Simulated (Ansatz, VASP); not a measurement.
## One calculation of Si, two programs

```
Si
1.0
     5.68863    0.00000    0.00000
     0.00000    5.79248    0.00000
     0.00000    0.00000    5.59808
Si
8
Cartesian
  2.5949 0.0000 3.9460
  0.2494 0.0000 3.9460
  3.0937 0.0000 1.6521
  5.4392 0.0000 1.6521
  0.0000 1.6944 0.0000
  2.8443 4.0981 0.0000
  0.0000 4.0981 0.0000
  2.8443 1.6944 0.0000
```

Alike in both runs: functional PBE; k mesh 8 × 6 × 8; occupations gaussian, width 0.1 eV; no spin polarisation.

Ansatz relaxed the structure, and its values are those at the end. VASP's run is a single point on that final structure, the one shown.

|  | VASP | Ansatz |
| --- | --- | --- |
| version | VASP 6.6.1 | Ansatz 0.2.0 |
| potentials or method | VASP PAW PBE potentials, release 64 (Si), cutoff 520 eV | scalar-relativistic, plane waves, PAW |
| valence electrons in the cell | 32 | 32 |

Ansatz gave:

* gap on the k mesh at the Fermi level (eV): none
* pressure (GPa): 0.0

Question: What did VASP give for the same quantities?

Answer: gap on the k mesh at the Fermi level (eV): none; pressure (GPa): -0.1.

A gap of «none» marks a metal or a gap that the smearing closes.
